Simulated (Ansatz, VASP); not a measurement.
**BN: VASP beside Ansatz**

```
CELL_PARAMETERS angstrom
0.00000 1.80483 1.80483
1.80483 0.00000 1.80483
1.80483 1.80483 0.00000
ATOMIC_POSITIONS crystal
B 0.00000 0.00000 0.00000
N 0.25000 0.25000 0.25000
```

Alike in both runs: task single point; functional r2SCAN; k mesh 12 × 12 × 12; no spin polarisation.

|  | VASP | Ansatz |
| --- | --- | --- |
| version | VASP 6.6.1 | Ansatz 0.2.0 |
| potentials or method | VASP PAW PBE potentials, release 64 (B_h, N_h) | plane waves, PAW |
| plane-wave cutoff (eV) | 1460 | 500 |
| occupations | gaussian, width 0.01 eV | fixed |
| valence electrons in the cell | 8 | 8 |

```csv
,VASP,Ansatz,Ansatz less VASP
gap on the k mesh at the Fermi level (eV),5.00,5.00,+0.005
pressure (GPa),-0.4,0.0,+0.46
```

VASP's potentials were made for PBE, not for r2SCAN.
